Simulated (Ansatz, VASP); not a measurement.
Ir: VASP beside Ansatz

File INCAR:

```
SYSTEM = Ir
ALGO = Normal
EDIFF = 1E-6
ENCUT = 520
ISIF = 2
ISMEAR = 0
LASPH = .TRUE.
LCHARG = .FALSE.
LREAL = .FALSE.
LWAVE = .FALSE.
NBANDS = 10
NELM = 80
PREC = Accurate
SIGMA = 0.15
```

KPOINTS

```
k-points
0
G
  22 22 22
  0 0 0
```

The input POSCAR:

```
Ir
1.0
    0.0000000000      1.9197000000      1.7661240000
    1.9197000000      0.0000000000      1.7661240000
    1.9197000000      1.9197000000      0.0000000000
Ir
1
Direct
    0.0000000000      0.0000000000      0.0000000000
```

Input for Ansatz:

```yaml
crystal:
  lattice:
    - [0.0, 1.9197, 1.766124]
    - [1.9197, 0.0, 1.766124]
    - [1.9197, 1.9197, 0.0]
  atoms:
    - { symbol: Ir, position: [0.0, 0.0, 0.0] }
basis:
  ecutwfc: 420
kpoints:
  mp_grid: { grid: [22, 22, 22] }
hamiltonian:
  xc: lda
scf:
  occupations: { method: gaussian, width: 0.15 }
output:
  forces: true
  stress: true
  eigenvalues: true
```

Change from the starting cell: strain +0.000 along x and y, -0.080 along z, atoms carried along.

Alike in both runs: task single point; functional LDA; k mesh 22 × 22 × 22; occupations gaussian, width 0.15 eV; no spin polarisation.

```csv
,VASP,Ansatz
version,VASP 6.6.1,Ansatz 0.2.0
potentials or method,"VASP PAW LDA potentials, release 64 (Ir), cutoff 520 eV","scalar-relativistic, plane waves, PAW"
valence electrons in the cell,9,17
```

```tsv
	VASP	Ansatz	Ansatz less VASP
gap on the k mesh at the Fermi level (eV)	none	none	-
pressure (GPa)	34.2	30.7	-3.49
traceless stress, the component that is largest in VASP (GPa)	24.00	24.10	+0.097
```

LDA's correlation is that of Perdew and Zunger in VASP and of Perdew and Wang (1992) in Ansatz. A gap of «none» marks a metal or a gap that the smearing closes. The pressures are high and differ by over a tenth, so treat them with care. VASP's potentials hold 9 valence electrons a cell and Ansatz's 17, so a difference there can come from the potentials and not from the codes.

Neither program's run includes spin-orbit coupling.
